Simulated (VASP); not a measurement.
# WS2 (Tungstenite) (R3m) in VASP: notebook

The runs below take WS2 (Tungstenite) through single point, with PBEsol, LDA.

Program: VASP 6.6.1. These are calculated values, not measurements. Logs are shortened: lines on timing, memory, paths and dates and some standing lists are left out, and cuts for length are marked.

### Step 1. The cell of the first run

The structure is trigonal, space group R3m (No. 160). The conventional cell has a = 3.200 Å, b = 3.200 Å, c = 18.733 Å, α = 90.00°, β = 90.00°, γ = 120.00°. Within 3.2 Å of W (site symmetry 3m) lie 6 S at 2.42 to 2.45 Å and 6 W at 3.20 Å. Within 3.2 Å of S (site symmetry 3m) lie 3 W at 2.45 Å and 7 S at 3.17 to 3.20 Å. Within 3.2 Å of S (site symmetry 3m) lie 3 W at 2.42 Å and 7 S at 3.17 to 3.20 Å.

### Step 2. Single point, PBEsol (volume scaled by 1.04)

INCAR reads:

```
SYSTEM = WS2
ALGO = Normal
EDIFF = 1E-7
ENCUT = 520
GGA = PS
ISIF = 2
ISMEAR = -1
LASPH = .TRUE.
LCHARG = .FALSE.
LREAL = .FALSE.
LWAVE = .FALSE.
NBANDS = 20
NELM = 100
PREC = Accurate
SIGMA = 0.05
```

KPOINTS reads:

```
k-points
0
G
  10 10 10
  0 0 0
```

POSCAR reads:

```
WS2
1.0
    1.5997786986      0.9236326623      6.2444391255
   -1.5997786986      0.9236326623      6.2444391255
    0.0000000000     -1.8472653246      6.2444391255
W S
1 2
Direct
    0.0000000000      0.0000000000      0.0000000000
    0.5810000000      0.5810000000      0.5810000000
    0.7503000000      0.7503000000      0.7503000000
```

Potentials or basis: VASP PAW PBE potentials, release 64 (W_sv, S).

The run is started by

```sh
cat potpaw_PBE.64/W_sv/POTCAR potpaw_PBE.64/S/POTCAR > POTCAR
mpirun -np 1 vasp_std > vasp.out
```

OUTCAR:

```text
SYSTEM = WS2
   EDIFF = 1E-7
   ENCUT = 520
   GGA = PS
   ISIF = 2
   ISMEAR = -1
   LASPH = .TRUE.
   LREAL = .FALSE.
   NELM = 100
   PREC = Accurate

 ion  position               nearest neighbor table
   1  0.000  0.000  0.000-   3 2.42   3 2.42   3 2.42   2 2.45   2 2.45   2 2.45
   2  0.581  0.581  0.581-   1 2.45   1 2.45   1 2.45
   3  0.750  0.750  0.750-   1 2.42   1 2.42   1 2.42

  LATTYP: Found a trigonal (rhomboedric) cell.
 ALAT       =     6.5119435786
 COS(alpha) =     0.8792940837

  Lattice vectors:

 A1 = (   1.5997786986,   0.9236326623,   6.2444391255)
 A2 = (  -1.5997786986,   0.9236326623,   6.2444391255)
 A3 = (   0.0000000000,  -1.8472653246,   6.2444391255)

Analysis of symmetry for initial positions (statically):
=====================================================================
 Subroutine PRICEL returns:
 Original cell was already a primitive cell.

 Routine SETGRP: Setting up the symmetry group for a
 trigonal (rhombohedral) supercell.

 Subroutine GETGRP returns: Found  6 space group operations
 (whereof  6 operations were pure point group operations)
 out of a pool of 12 trial point group operations.

The static configuration has the point symmetry C_3v.

Analysis of symmetry for dynamics (positions and initial velocities):
=====================================================================
 Subroutine PRICEL returns:
 Original cell was already a primitive cell.

 Routine SETGRP: Setting up the symmetry group for a
 trigonal (rhombohedral) supercell.

 Subroutine GETGRP returns: Found  6 space group operations
 (whereof  6 operations were pure point group operations)
 out of a pool of 12 trial point group operations.

The dynamic configuration has the point symmetry C_3v.

 Subroutine INISYM returns: Found  6 space group operations
 (whereof  6 operations are pure point group operations),
 and found     1 'primitive' translations

----------------------------------------------------------------------------------------

                                     Primitive cell

  volume of cell :      55.3610

  direct lattice vectors                    reciprocal lattice vectors
     1.599778699  0.923632662  6.244439125     0.312543229  0.180446917  0.053380828
    -1.599778699  0.923632662  6.244439125    -0.312543229  0.180446917  0.053380828
     0.000000000 -1.847265325  6.244439125     0.000000000 -0.360893835  0.053380828

  length of vectors
     6.511943579  6.511943579  6.511943579     0.364820329  0.364820329  0.364820329

  position of ions in fractional coordinates (direct lattice)
     0.000000000  0.000000000  0.000000000
     0.581000000  0.581000000  0.581000000
     0.750300000  0.750300000  0.750300000

  ion indices of the primitive-cell ions
   primitive index   ion index
                 1           1
                 2           2
                 3           3

----------------------------------------------------------------------------------------

 KPOINTS: k-points

Automatic generation of k-mesh.
 Grid dimensions read from file:
 generate k-points for:   10   10   10

 Generating k-lattice:

  Cartesian coordinates                     Fractional coordinates (reciprocal lattice)
     0.031254323  0.018044692  0.005338083     0.100000000  0.000000000  0.000000000
    -0.031254323  0.018044692  0.005338083     0.000000000  0.100000000  0.000000000
     0.000000000 -0.036089383  0.005338083     0.000000000  0.000000000  0.100000000

  Length of vectors
     0.036482033  0.036482033  0.036482033

  Shift w.r.t. Gamma in fractional coordinates (k-lattice)
     0.000000000  0.000000000  0.000000000

 Subroutine IBZKPT returns following result:
 ===========================================

 Found    116 irreducible k-points:

 Following reciprocal coordinates:
            Coordinates               Weight
  0.000000  0.000000  0.000000      1.000000
  0.100000  0.000000 -0.000000      6.000000
  0.200000  0.000000 -0.000000      6.000000
  0.300000  0.000000  0.000000      6.000000
  0.400000  0.000000 -0.000000      6.000000
  0.500000  0.000000 -0.000000      3.000000
[... 16 lines left out ...]
  0.300000  0.300000 -0.000000      6.000000
  0.400000  0.300000 -0.000000     12.000000
 [... further k-points ...]
   k-points           NKPTS =    116   k-points in BZ     NKDIM =    116   number of bands    NBANDS=     20
   number of dos      NEDOS =    301   number of ions     NIONS =      3
   total plane-waves  NPLWV = 110592
   dimension x,y,z NGX =    48 NGY =   48 NGZ =   48
   dimension x,y,z NGXF=    96 NGYF=   96 NGZF=   96
   ions per type =               1   2
   NGX,Y,Z   is equivalent  to a cutoff of  12.25, 12.25, 12.25 a.u.
   NGXF,Y,Z  is equivalent  to a cutoff of  24.51, 24.51, 24.51 a.u.
 SYSTEM =  WS2
   PREC   = accura    normal or accurate (medium, high low for compatibility)
   ISTART =      0    job   : 0-new  1-cont  2-samecut
   ICHARG =      2    charge: 1-file 2-atom 10-const
   ISPIN  =      1    spin polarized calculation?
   LNONCOLLINEAR =      F non collinear calculations
   LSORBIT =      F    spin-orbit coupling
   LASPH  =      T    aspherical Exc in radial PAW
   ENCUT  =  520.0 eV  38.22 Ry    6.18 a.u.  12.11 12.11 12.11*2*pi/ulx,y,z
   NELM   =    100;   NELMIN=  2; NELMDL= -5     # of ELM steps
   EDIFF  = 0.1E-06   stopping-criterion for ELM
   LREAL  =      F    real-space projection
   EDIFFG = 0.1E-05   stopping-criterion for IOM
   NSW    =      0    number of steps for IOM
   IBRION =     -1    ionic relax: 0-MD 1-quasi-New 2-CG
   NFREE  =      0    steps in history (QN), initial steepest desc. (CG)
   ISIF   =      2    stress and relaxation
   ISYM   =      2    0-nonsym 1-usesym 2-fastsym
   POTIM  = 0.5000    time-step for ionic-motion
   TEBEG  =    0.0;   TEEND  =   0.0 temperature during run
   PSTRESS=    0.0 pullay stress
   NELECT =      26.0000    total number of electrons
   NUPDOWN=      -1.0000    fix difference up-down
   EMIN   =  10.00;   EMAX   =-10.00  energy-range for DOS
   EFERMI =   0.00;   METHOD = LEGACY
   ISMEAR =    -1;   SIGMA  =   0.05  broadening in eV -4-tet -1-fermi 0-gaus
   EFERMI_NEDOS =   21; number of points for ismear=-14 and -15
   IALGO  =     38    algorithm
   IMIX   =      4    mixing-type and parameters
     AMIX     =   0.40;   BMIX     =  1.00
     AMIX_MAG =   1.60;   BMIX_MAG =  1.00
  volume/ion in A,a.u.               =      18.45       124.53
  Fermi-wavevector in a.u.,A,eV,Ry     =   1.272520  2.404714 22.032015  1.619307
  Thomas-Fermi vector in A             =   2.405394
   LORBIT       =      0    0 simple, 1 ext, 2 COOP (PROOUT), +10 PAW based schemes
   GGA     = PS    functional components
   LHFCALC =     F    Hartree Fock is set to
   AEXX    =    0.0000 exact exchange contribution
   IVDW    =     0    specifies the selected vdW correction
   LEPSILON=     F    determine dielectric tensor
   LRPA    =     F    only Hartree local field effects (RPA)
 non-spin polarized calculation
  energy-cutoff  :      520.00
  volume of cell :       55.36
 maximum number of plane-waves:      1507
   NGX = 25   NGY = 25   NGZ = 25

 number of electron      26.0000002 magnetization

 Free energy of the ion-electron system (eV)
  ---------------------------------------------------
  ext. energy  EPLUGINS =         0.00000000
  ---------------------------------------------------
  free energy    TOTEN  =       -25.21609539 eV

  energy without entropy =      -25.21609509  energy(sigma->0) =      -25.21609524

 E-fermi :   7.3584     XC(G=0): -10.9229

 val. band max:        6.8751579113   @ k =   0.5000   0.5000   0.5000
 cond. band min:       7.9450114970   @ k =  -0.2000   0.2000   0.0000
 fundamental gap:      1.0698535857
 Fermi energy:         7.3584275290

 k-point     1 :       0.0000    0.0000    0.0000
  band No.  band energies     occupation
      1     -67.7438      2.00000
      2     -31.9659      2.00000
      3     -31.8203      2.00000
      4     -31.8203      2.00000
      5      -8.4517      2.00000
      6      -6.5875      2.00000
[... 12 lines left out ...]
     19      14.5168      0.00000
     20      15.1950      0.00000

 k-point     2 :       0.1000    0.0000   -0.0000
  band No.  band energies     occupation
      1     -67.7424      2.00000
      2     -31.9605      2.00000
      3     -31.8507      2.00000
      4     -31.8274      2.00000
      5      -8.2895      2.00000
      6      -6.5373      2.00000
[... 12 lines left out ...]
     19      15.1232      0.00000
     20      15.3456      0.00000

 k-point     3 :       0.2000    0.0000   -0.0000
  band No.  band energies     occupation
      1     -67.7385      2.00000
      2     -31.9464      2.00000
      3     -31.9295      2.00000
      4     -31.8459      2.00000
      5      -7.8366      2.00000
      6      -6.3973      2.00000
[... 12 lines left out ...]
     19      15.2212      0.00000
     20      15.7594      0.00000

 k-point     4 :       0.3000    0.0000    0.0000
  band No.  band energies     occupation
      1     -67.7338      2.00000
      2     -32.0256      2.00000
      3     -31.9288      2.00000
      4     -31.8688      2.00000
      5      -7.1996      2.00000
      6      -6.2037      2.00000
[... 12 lines left out ...]
     19      14.4750      0.00000
     20      14.8296      0.00000

 k-point     5 :       0.4000    0.0000   -0.0000
  band No.  band energies     occupation
      1     -67.7300      2.00000
      2     -32.1021      2.00000
      3     -31.9146      2.00000
      4     -31.8872      2.00000
      5      -6.5849      2.00000
      6      -6.0267      2.00000
[... 12 lines left out ...]
     19      13.5294      0.00000
     20      14.1911      0.00000

 k-point     6 :       0.5000    0.0000   -0.0000
  band No.  band energies     occupation
      1     -67.7285      2.00000
      2     -32.1311      2.00000
      3     -31.9092      2.00000
      4     -31.8942      2.00000
      5      -6.3121      2.00000
      6      -5.9540      2.00000
[... 12 lines left out ...]
     19      13.3150      0.00000
     20      14.0352      0.00000

 k-point     7 :       0.1000    0.1000   -0.0000
  band No.  band energies     occupation
      1     -67.7424      2.00000
      2     -31.9605      2.00000
      3     -31.8507      2.00000
      4     -31.8274      2.00000
      5      -8.2838      2.00000
      6      -6.5490      2.00000
[... 12 lines left out ...]
     19      15.1478      0.00000
     20      15.3543      0.00000
[... 277 lines left out ...]
 k-point    20 :      -0.4000    0.2000    0.0000
  band No.  band energies     occupation
      1     -67.7273      2.00000
      2     -32.0953      2.00000
      3     -31.9610      2.00000
      4     -31.9048      2.00000
      5      -6.1125      2.00000
      6      -5.8710      2.00000
[... 12 lines left out ...]
     19      14.9464      0.00000
     20      15.4781      0.00000

 k-point    21 :      -0.3000    0.2000   -0.0000
  band No.  band energies     occupation
      1     -67.7285      2.00000
      2     -32.0815      2.00000
      3     -31.9454      2.00000
      4     -31.9092      2.00000
      5      -6.3532      2.00000
      6      -5.9234      2.00000
[... 12 lines left out ...]
     19      14.5241      0.00000
     20      15.5312      0.00000

 k-point    22 :      -0.2000    0.2000    0.0000
  band No.  band energies     occupation
      1     -67.7316      2.00000
      2     -32.0419      2.00000
      3     -31.9207      2.00000
      4     -31.9078      2.00000
      5      -6.8852      2.00000
      6      -6.0785      2.00000
[... 12 lines left out ...]
     19      14.6513      0.00000
     20      15.2925      0.00000

 k-point    23 :       0.3000    0.3000   -0.0000
  band No.  band energies     occupation
      1     -67.7338      2.00000
      2     -32.0256      2.00000
      3     -31.9288      2.00000
      4     -31.8688      2.00000
      5      -7.1546      2.00000
      6      -6.2712      2.00000
[... 12 lines left out ...]
     19      14.2918      0.00000
     20      15.1848      0.00000

 k-point    24 :       0.4000    0.3000   -0.0000
  band No.  band energies     occupation
      1     -67.7312      2.00000
      2     -32.0659      2.00000
      3     -31.9190      2.00000
      4     -31.8946      2.00000
      5      -6.7401      2.00000
      6      -6.1506      2.00000
[... 12 lines left out ...]
     19      14.1232      0.00000
     20      15.2183      0.00000

 [... further k-points ...]
[... 5 lines left out ...]
  --------------------------------------------------------------------------------------
  -------------------------------------------------------------------------------------
  Total       -2.3145479     -2.3145479     -2.1478153      0.0000000      0.0000000      0.0000000
  in kB      -66.9842759    -66.9842760    -62.1589439      0.0000000      0.0000000      0.0000000
  external PRESSURE =     -65.3758319 kB  Pullay stress =       0.0000000 kB

 VOLUME and BASIS-vectors are now :
 -----------------------------------------------------------------------------
  energy-cutoff  :      520.00
  volume of cell :       55.36
      direct lattice vectors                 reciprocal lattice vectors
     1.599778699  0.923632662  6.244439125     0.312543229  0.180446917  0.053380828
    -1.599778699  0.923632662  6.244439125    -0.312543229  0.180446917  0.053380828
     0.000000000 -1.847265325  6.244439125     0.000000000 -0.360893835  0.053380828

 POSITION                                       TOTAL-FORCE (eV/Angst)
 -----------------------------------------------------------------------------------
      0.00000      0.00000      0.00000         0.000000     -0.000000     -0.548111
      0.00000      0.00000     10.88406         0.000000      0.000000      0.981843
      0.00000      0.00000     14.05561         0.000000     -0.000000     -0.433732
 -----------------------------------------------------------------------------------
    total drift:                                0.000000     -0.000000     -0.000054

  FREE ENERGIE OF THE ION-ELECTRON SYSTEM (eV)
  ---------------------------------------------------
  free  energy   TOTEN  =       -25.2160953875 eV

  energy  without entropy=      -25.2160950864  energy(sigma->0) =      -25.21609524
```

It took 3.2 min on 1 thread of Intel Xeon 6975P-C (Granite Rapids), shared host; peak memory 0.38 GiB.

What came out:

```
Free energy            : -25.2161 eV
Pressure               : -6.5 GPa
Largest force          : 0.982 eV/Å
Band gap on the k mesh : 1.07 eV, indirect (least direct gap 2.12 eV)
```

Forces in eV/Å, atoms in the order of the input:
```
W    0.000  0.000 -0.548
S    0.000  0.000  0.982
S    0.000  0.000 -0.434
```

Stress tensor (GPa, compression positive):
```
-6.70  0.00  0.00
 0.00 -6.70  0.00
 0.00  0.00 -6.22
```

Levels at points of the mesh, in eV from the valence-band top:
```csv
k point,band 10,band 11,band 12,band 13,band 14,band 15,band 16,band 17
"(0.00, 0.00, 0.00)",-2.17,-2.17,-1.51,-1.10,2.14,2.14,2.45,2.45
"(0.50, 0.00, 0.00)",-3.97,-2.49,-1.75,-1.62,2.21,2.51,3.52,3.75
"(0.50, 0.50, 0.00)",-3.89,-3.05,-1.94,-1.46,2.17,2.61,3.13,4.20
"(0.50, 0.50, 0.50)",-3.37,-2.14,-2.14,0.00,2.24,2.24,2.31,2.31
```

Caveat: the PAW data sets were made with another functional, which shifts forces and pressure a little; spin-orbit coupling is left out, which moves the levels of the heavy elements. A k mesh can miss the band edges.

(Part 1 of 3 ends here.)
